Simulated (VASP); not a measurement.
Runs of VASP 6.6.1 on Re. The structure is that of space group Pm-3m (No. 221), or close to it. The cells are those of the table. 

| task | potentials or basis | cell | k mesh | cutoff (eV) | second run | gap on the mesh (eV) | pressure (GPa) | relaxed volume (Å³/atom) |
| --- | --- | --- | --- | --- | --- | --- | --- | --- |
| single point | VASP PAW PBE potentials, release 64 (Re_sv_GW) | a = 2.580 Å, 1 atom | 14 × 14 × 14 | 500 | valence_matched | none | (b) | - |
| relaxation of cell and atoms | VASP PAW PBE potentials, release 64 (Re) | relaxed from a = 2.514 Å, 1 atom | 12 × 12 × 12 | 600 | - | none | 0.0 | 17.12 |
| single point | VASP PAW PBE potentials, release 64 (Re) | a = 2.648 Å, 1 atom | 14 × 14 × 14 | 520 | - | none | -18.2 | - |
| single point | VASP PAW PBE potentials, release 64 (Re) | a = 2.580 Å, 1 atom | 20 × 20 × 20 | 520 | - | none | -1.1 | - |
| single point | VASP PAW PBE potentials, release 64 (Re_sv_GW) | a = 2.546 Å, 1 atom | 14 × 14 × 14 | 500 | valence_matched | none | (c) | - |
| single point | VASP PAW PBE potentials, release 64 (Re_sv_GW) | a = 2.580 Å, 1 atom | 12 × 12 × 12 | 500 | valence_matched | none | (a) | - |
| single point | VASP PAW PBE potentials, release 64 (Re_sv_GW) | a = 2.614 Å, 1 atom | 14 × 14 × 14 | 500 | valence_matched | none | -11.8 | - |
| relaxation of cell and atoms | VASP PAW PBE potentials, release 64 (Re_sv_GW) | relaxed from a = 2.514 Å, 1 atom | 12 × 12 × 12 | 500 | valence_matched | none | 0.1 | 17.04 |

Alike in all rows: level PBE; no spin polarisation; smearing fermi-dirac 0.1 eV.

Problem. Estimate the missing entries.

Solution. (a) -2.1; (b) -2.6; (c) 8.8.

Caveats: spin-orbit coupling is left out, which moves the levels of the heavy elements.

A k mesh can miss the band edges, and the runs leave out spin-orbit coupling on Re.

A gap of «none» marks levels without a gap at the run's occupations.

The runs don't all hold the same shells in valence.
